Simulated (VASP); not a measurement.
# C (Fmmm) in VASP: further runs, part 2 of 3

VASP 6.6.1. The steps go on from the part before.

## (4) Single point, PBEsol

This run uses another cell than the first one: it holds 2 atoms, not 4.

File INCAR:

```
PREC = Accurate
ENCUT = 520
EDIFF = 1E-6
ISMEAR = 0
SIGMA = 0.01
LREAL = F
LASPH = T
NELM = 80
ALGO = Normal
ISIF = 2
LWAVE = F
LCHARG = F
GGA = PS
NBANDS = 11
```

File KPOINTS:

```
regular mesh
0
Gamma
  18 18 18
```

File POSCAR:

```
C
1.0
    0.0000000000      2.1292441587      3.6651859381
    1.2295634071      0.0000000000      3.6651859381
    1.2295634071      2.1292441587      0.0000000000
C
2
Direct
    0.1666756013      0.8333243987      0.1666756013
    0.8333243987      0.1666756013      0.8333243987
```

Potentials or basis: VASP PAW PBE potentials, release 64 (C).

Launch:

```sh
cat potpaw_PBE.64/C/POTCAR > POTCAR
mpirun -np 1 vasp_std > vasp.out
```

OUTCAR:

```text
PREC = Accurate
   ENCUT = 520
   EDIFF = 1E-6
   ISMEAR = 0
   LREAL = F
   LASPH = T
   NELM = 80
   ISIF = 2
   GGA = PS

 ion  position               nearest neighbor table
   1  0.167  0.833  0.167-   2 1.42   2 1.42   2 1.42
   2  0.833  0.167  0.833-   1 1.42   1 1.42   1 1.42

  LATTYP: Found a face centered orthorhombic cell.
 ALAT       =     2.4591268142
 B/A-ratio  =     1.7317074877
 C/A-ratio  =     2.9808840414

  Lattice vectors:

 A1 = (   0.0000000000,   2.1292441587,   3.6651859381)
 A2 = (   1.2295634071,   0.0000000000,   3.6651859381)
 A3 = (   1.2295634071,   2.1292441587,   0.0000000000)

Analysis of symmetry for initial positions (statically):
=====================================================================
 Subroutine PRICEL returns:
 Original cell was already a primitive cell.

 Routine SETGRP: Setting up the symmetry group for a
 face centered orthorhombic supercell.

 Subroutine GETGRP returns: Found  8 space group operations
 (whereof  8 operations were pure point group operations)
 out of a pool of  8 trial point group operations.

The static configuration has the point symmetry D_2h.

Analysis of symmetry for dynamics (positions and initial velocities):
=====================================================================
 Subroutine PRICEL returns:
 Original cell was already a primitive cell.

 Routine SETGRP: Setting up the symmetry group for a
 face centered orthorhombic supercell.

 Subroutine GETGRP returns: Found  8 space group operations
 (whereof  8 operations were pure point group operations)
 out of a pool of  8 trial point group operations.

The dynamic configuration has the point symmetry D_2h.

 Subroutine INISYM returns: Found  8 space group operations
 (whereof  8 operations are pure point group operations),
 and found     1 'primitive' translations

----------------------------------------------------------------------------------------

                                     Primitive cell

  volume of cell :      19.1912

  direct lattice vectors                    reciprocal lattice vectors
     0.000000000  2.129244159  3.665185938    -0.406648406  0.234825113  0.136418727
     1.229563407  0.000000000  3.665185938     0.406648406 -0.234825113  0.136418727
     1.229563407  2.129244159  0.000000000     0.406648406  0.234825113 -0.136418727

  length of vectors
     4.238781505  3.865929918  2.458761245     0.488994713  0.488994713  0.488994713

  position of ions in fractional coordinates (direct lattice)
     0.166675601  0.833324399  0.166675601
     0.833324399  0.166675601  0.833324399

  ion indices of the primitive-cell ions
   primitive index   ion index
                 1           1
                 2           2

----------------------------------------------------------------------------------------

 KPOINTS: regular mesh

Automatic generation of k-mesh.
 Grid dimensions read from file:
 generate k-points for:   18   18   18

 Generating k-lattice:

  Cartesian coordinates                     Fractional coordinates (reciprocal lattice)
    -0.022591578  0.013045840  0.007578818     0.055555556 -0.000000000 -0.000000000
     0.022591578 -0.013045840  0.007578818     0.000000000  0.055555556  0.000000000
     0.022591578  0.013045840 -0.007578818     0.000000000  0.000000000  0.055555556

  Length of vectors
     0.027166373  0.027166373  0.027166373

  Shift w.r.t. Gamma in fractional coordinates (k-lattice)
     0.000000000  0.000000000  0.000000000

 Subroutine IBZKPT returns following result:
 ===========================================

 Found    865 irreducible k-points:

 Following reciprocal coordinates:
            Coordinates               Weight
  0.000000  0.000000  0.000000      1.000000
  0.055556  0.000000  0.000000      8.000000
  0.111111  0.000000  0.000000      8.000000
  0.166667  0.000000  0.000000      8.000000
  0.222222  0.000000  0.000000      8.000000
  0.277778  0.000000  0.000000      8.000000
[... 16 lines left out ...]
 -0.277778  0.055556 -0.000000      8.000000
 -0.222222  0.055556 -0.000000      8.000000
 [... further k-points ...]
   k-points           NKPTS =    865   k-points in BZ     NKDIM =    865   number of bands    NBANDS=     11
   number of dos      NEDOS =    301   number of ions     NIONS =      2
   total plane-waves  NPLWV =  17280
   dimension x,y,z NGX =    32 NGY =   30 NGZ =   18
   dimension x,y,z NGXF=    64 NGYF=   60 NGZF=   36
   ions per type =               2
   NGX,Y,Z   is equivalent  to a cutoff of  12.55, 12.90, 12.17 a.u.
   NGXF,Y,Z  is equivalent  to a cutoff of  25.10, 25.80, 24.34 a.u.
 SYSTEM =  unknown system
   PREC   = accura    normal or accurate (medium, high low for compatibility)
   ISTART =      0    job   : 0-new  1-cont  2-samecut
   ICHARG =      2    charge: 1-file 2-atom 10-const
   ISPIN  =      1    spin polarized calculation?
   LNONCOLLINEAR =      F non collinear calculations
   LSORBIT =      F    spin-orbit coupling
   LASPH  =      T    aspherical Exc in radial PAW
   ENCUT  =  520.0 eV  38.22 Ry    6.18 a.u.   7.88  7.19  4.57*2*pi/ulx,y,z
   NELM   =     80;   NELMIN=  2; NELMDL= -5     # of ELM steps
   EDIFF  = 0.1E-05   stopping-criterion for ELM
   LREAL  =      F    real-space projection
   EDIFFG = 0.1E-04   stopping-criterion for IOM
   NSW    =      0    number of steps for IOM
   IBRION =     -1    ionic relax: 0-MD 1-quasi-New 2-CG
   NFREE  =      0    steps in history (QN), initial steepest desc. (CG)
   ISIF   =      2    stress and relaxation
   ISYM   =      2    0-nonsym 1-usesym 2-fastsym
   POTIM  = 0.5000    time-step for ionic-motion
   TEBEG  =    0.0;   TEEND  =   0.0 temperature during run
   PSTRESS=    0.0 pullay stress
   NELECT =       8.0000    total number of electrons
   NUPDOWN=      -1.0000    fix difference up-down
   EMIN   =  10.00;   EMAX   =-10.00  energy-range for DOS
   EFERMI =   0.00;   METHOD = LEGACY
   ISMEAR =     0;   SIGMA  =   0.01  broadening in eV -4-tet -1-fermi 0-gaus
   EFERMI_NEDOS =   21; number of points for ismear=-14 and -15
   IALGO  =     38    algorithm
   IMIX   =      4    mixing-type and parameters
     AMIX     =   0.40;   BMIX     =  1.00
     AMIX_MAG =   1.60;   BMIX_MAG =  1.00
  volume/ion in A,a.u.               =       9.60        64.75
  Fermi-wavevector in a.u.,A,eV,Ry     =   1.222937  2.311016 20.348526  1.495575
  Thomas-Fermi vector in A             =   2.358066
   LORBIT       =      0    0 simple, 1 ext, 2 COOP (PROOUT), +10 PAW based schemes
   GGA     = PS    functional components
   LHFCALC =     F    Hartree Fock is set to
   AEXX    =    0.0000 exact exchange contribution
   IVDW    =     0    specifies the selected vdW correction
   LEPSILON=     F    determine dielectric tensor
   LRPA    =     F    only Hartree local field effects (RPA)
 non-spin polarized calculation
 Gauss-broadening in eV      SIGMA  =   0.01
  energy-cutoff  :      520.00
  volume of cell :       19.19
 maximum number of plane-waves:       538
   NGX = 15   NGY = 15   NGZ =  9

 number of electron       8.0000001 magnetization

 Free energy of the ion-electron system (eV)
  ---------------------------------------------------
  ext. energy  EPLUGINS =         0.00000000
  ---------------------------------------------------
  free energy    TOTEN  =       -19.28874815 eV

  energy without entropy =      -19.28874811  energy(sigma->0) =      -19.28874813

 E-fermi :   3.9061     XC(G=0):  -9.9341

 val. band max:        3.8830664018   @ k =  -0.2778   0.0556   0.3333
 cond. band min:       3.9290820757   @ k =  -0.2222   0.1111   0.3333
 fundamental gap:      0.0460156739
 Fermi energy:         3.9060742855

 k-point     1 :       0.0000    0.0000    0.0000
  band No.  band energies     occupation
      1     -15.7073      2.00000
      2      -3.1392      2.00000
      3       0.9173      2.00000
      4       0.9240      2.00000
      5       7.3660      0.00000
      6      12.2538      0.00000
      7      12.2837      0.00000
      8      15.4399      0.00000
      9      16.7541      0.00000
     10      26.1961      0.00000
     11      26.2843      0.00000
[... 309 lines left out ...]
 k-point    24 :      -0.2222    0.0556   -0.0000
  band No.  band energies     occupation
      1     -13.8738      2.00000
      2      -4.2070      2.00000
      3      -1.3916      2.00000
      4      -1.1529      2.00000
      5       9.8606      0.00000
      6      10.3004      0.00000
      7      11.9288      0.00000
      8      18.3464      0.00000
      9      20.0170      0.00000
     10      21.7444      0.00000
     11      27.0540      0.00000

 [... further k-points ...]

------------------------ aborting loop because EDIFF is reached ----------------------------------------

  FORCE on cell =-STRESS in cart. coord.  units (eV):
  Direction    XX          YY          ZZ          XY          YZ          ZX
  --------------------------------------------------------------------------------------
  -------------------------------------------------------------------------------------
  Total        0.1156747      0.1121346     -0.0086938      0.0000000      0.0000000      0.0000000
  in kB        9.6571004      9.3615504     -0.7257989      0.0000000      0.0000000      0.0000000
  external PRESSURE =       6.0976173 kB  Pullay stress =       0.0000000 kB

 VOLUME and BASIS-vectors are now :
 -----------------------------------------------------------------------------
  energy-cutoff  :      520.00
  volume of cell :       19.19
      direct lattice vectors                 reciprocal lattice vectors
     0.000000000  2.129244159  3.665185938    -0.406648406  0.234825113  0.136418727
     1.229563407  0.000000000  3.665185938     0.406648406 -0.234825113  0.136418727
     1.229563407  2.129244159  0.000000000     0.406648406  0.234825113 -0.136418727

 POSITION                                       TOTAL-FORCE (eV/Angst)
 -----------------------------------------------------------------------------------
      1.22956      0.70979      3.66519         0.000000      0.001764      0.000000
      1.22956      3.54870      3.66519         0.000000     -0.001764      0.000000
 -----------------------------------------------------------------------------------
    total drift:                               -0.000000     -0.000000      0.000000

  FREE ENERGIE OF THE ION-ELECTRON SYSTEM (eV)
  ---------------------------------------------------
  free  energy   TOTEN  =       -19.2887481514 eV

  energy  without entropy=      -19.2887481125  energy(sigma->0) =      -19.28874813
```

Run time: 94 s. Hardware: 1 thread of Intel Xeon Platinum 8488C (Sapphire Rapids), shared host; peak memory 0.26 GiB.

Results:

```
Free energy            : -19.2887 eV
Pressure               : 0.6 GPa
Band gap on the k mesh : 0.05 eV, indirect (least direct gap 0.09 eV)
```

Caveat: the PAW data sets were made with another functional, which shifts forces and pressure a little.

(Part 2 of 3 ends here.)
